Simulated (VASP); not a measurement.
Wanted: the native input for a VASP 6.6.1 run.

```yaml
Task: single point
Functional: r2SCAN
Potentials_or_basis: VASP PAW PBE potentials, release 64 (Zn, S)
Cutoff: 520 eV
k_mesh: 6 × 6 × 4
Occupations: gaussian, width 0.02 eV
Spin: no spin polarisation
Dipole_correction: no
Further_INCAR_settings: ALGO = Normal; EDIFF = 1e-06; NBANDS = 26
```

The system is ZnS.

```
Zn S
1.0
     3.72606    0.00000    0.00000
    -1.86303    3.22687    0.00000
     0.00000    0.00000    6.12792
Zn S
2 2
Direct
  0.33333 0.66667 0.00574
  0.66667 0.33333 0.50574
  0.33333 0.66667 0.37926
  0.66667 0.33333 0.87926
```

These files were run (other wordings do the same):

POSCAR

```
ZnS
1.0
    3.7260636376      0.0000000000      0.0000000000
   -1.8630318188      3.2268657663      0.0000000000
    0.0000000000      0.0000000000      6.1279210032
Zn S
2 2
Direct
    0.3333333333      0.6666666667      0.0057445918
    0.6666666667      0.3333333333      0.5057445918
    0.3333333333      0.6666666667      0.3792554082
    0.6666666667      0.3333333333      0.8792554082
```

INCAR.step1

```
ALGO = Normal
EDIFF = 1E-4
ENCUT = 520
GGA = PE
ISMEAR = 0
LASPH = True
LCHARG = False
LREAL = False
LWAVE = True
NBANDS = 26
NELM = 100
PREC = Accurate
SIGMA = 0.02
```

INCAR.step2

```
ALGO = Normal
EDIFF = 1E-6
ENCUT = 520
ISIF = 2
ISMEAR = 0
ISTART = 1
LASPH = True
LCHARG = False
LMIXTAU = True
LREAL = False
LWAVE = False
METAGGA = R2SCAN
NBANDS = 26
NELM = 100
PREC = Accurate
SIGMA = 0.02
```

KPOINTS

```
k-points
0
Gamma
  6 6 4
```

Potentials or basis: VASP PAW PBE potentials, release 64 (Zn, S).

Launch:

```sh
$ cat potpaw_PBE.64/Zn/POTCAR potpaw_PBE.64/S/POTCAR > POTCAR
$ cp INCAR.step1 INCAR
$ mpirun -np 1 vasp_std > vasp.out
$ cp INCAR.step2 INCAR
$ mpirun -np 1 vasp_std > vasp.out
```

Results of the run:

The pressure is 5.6 GPa and the largest force is 0.004 eV/Å. The band gap on the k mesh is 3.08 eV.

Caveat: the cell stands under pressure; the PAW data sets were made with another functional, which shifts forces and pressure a little.

It took 3.5 min on 1 thread of Intel Xeon 8259CL, with other jobs on the host, peak memory 0.21 GiB.
